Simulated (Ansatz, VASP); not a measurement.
GaP in VASP and in Ansatz

Contents of INCAR:

```
SYSTEM = GaP
PREC = Accurate ; ENCUT = 520
EDIFF = 1E-6 ; ISMEAR = 0
SIGMA = 0.05 ; LREAL = .False.
LASPH = .True. ; NELM = 80
ALGO = Normal ; ISIF = 2
LWAVE = .False. ; LCHARG = .False.
GGA = PE ; NBANDS = 26
```

KPOINTS

```
Automatic mesh
0
Gamma
  9 9 9
  0 0 0
```

POSCAR

```
GaP
1.0
    1.8818695832      1.0864979104      6.4904427345
   -1.8818695832      1.0864979104      6.4904427345
    0.0000000000     -2.1729958209      6.4904427345
Ga P
2 2
Direct
    0.4355841032      0.4355841032      0.4355841032
    0.5644158968      0.5644158968      0.5644158968
    0.0575077006      0.0575077006      0.0575077006
    0.9424922994      0.9424922994      0.9424922994
```

Input for Ansatz:

```yaml
crystal:
  lattice:
    - [1.8818695832, 1.0864979104, 6.4904427345]
    - [-1.8818695832, 1.0864979104, 6.4904427345]
    - [0.0, -2.1729958209, 6.4904427345]
  atoms:
    - { symbol: Ga, position: [0.4355841032, 0.4355841032, 0.4355841032] }
    - { symbol: Ga, position: [0.5644158968, 0.5644158968, 0.5644158968] }
    - { symbol: P, position: [0.0575077006, 0.0575077006, 0.0575077006] }
    - { symbol: P, position: [0.9424922994, 0.9424922994, 0.9424922994] }
basis:
  ecutwfc: 420
kpoints:
  mp_grid: { grid: [9, 9, 9] }
hamiltonian:
  xc: pbe
  pseudopotentials: { kind: paw, azcp: { folder: soft_1 } }
scf:
  occupations: { method: gaussian, width: 0.05 }
output:
  forces: true
  stress: true
  eigenvalues: true
```

Alike in both runs: task single point; functional PBE; k mesh 9 × 9 × 9; occupations gaussian, width 0.05 eV; no spin polarisation.

```csv
,VASP,Ansatz
version,VASP 6.6.1,Ansatz 0.2.0
potentials or method,"VASP PAW PBE potentials, release 64 (Ga_d, P), cutoff 520 eV","scalar-relativistic, plane waves, PAW"
valence electrons in the cell,36,36
```

|  | VASP | Ansatz | Ansatz less VASP |
| --- | --- | --- | --- |
| gap on the k mesh at the Fermi level (eV) | 0.75 | 0.74 | -0.005 |
| least direct gap on the mesh (eV) | 1.37 | 1.36 | -0.007 |
| pressure (GPa) | 4.2 | 4.3 | +0.08 |
| traceless stress, the component that is largest in VASP (GPa) | -5.12 | -5.07 | +0.052 |
| rms of the force components (eV/Å) | 0.223 | 0.214 | -0.0090 |

Atom by atom the forces differ by 0.014 eV/Å (rms over components). With one functional, cell and mesh, what is left measures potentials, basis and numerics.
